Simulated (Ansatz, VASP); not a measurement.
**Cu in VASP and in Ansatz**

```
Cu
1.0
     2.39456    0.00000    0.00000
    -1.19728    2.18290    0.00000
     0.00000    0.00000    4.11652
Cu
2
Direct
  0.33333 0.66667 0.25000
  0.66667 0.33333 0.75000
```

Change from the starting cell: strain -0.0500 x Voigt [1, 0, 0, 0, 0, 0], atoms carried along.

Alike in both runs: task single point; functional PBEsol; k mesh 30 × 30 × 14; occupations gaussian, width 0.15 eV; no spin polarisation.

```csv
,VASP,Ansatz
version,VASP 6.6.1,Ansatz 0.2.0
potentials or method,"VASP PAW PBE potentials, release 64 (Cu), cutoff 520 eV","scalar-relativistic, plane waves, PAW"
valence electrons in the cell,22,38
```

```csv
,VASP,Ansatz,Ansatz less VASP
gap on the k mesh at the Fermi level (eV),none,none,-
pressure (GPa),10.9,10.2,-0.73
"traceless stress, the component that is largest in VASP (GPa)",6.87,6.89,+0.019
rms of the force components (eV/Å),0.057,0.056,-0.0003
```

VASP's potentials were made for PBE, not for PBEsol. Atom by atom the forces differ by 0.000 eV/Å (rms over components). A gap of «none» marks a metal or a gap that the smearing closes. With one functional, cell and mesh, what is left measures potentials, basis and numerics. VASP's potentials hold 22 valence electrons a cell and Ansatz's 38, so a difference there can come from the potentials and not from the codes.
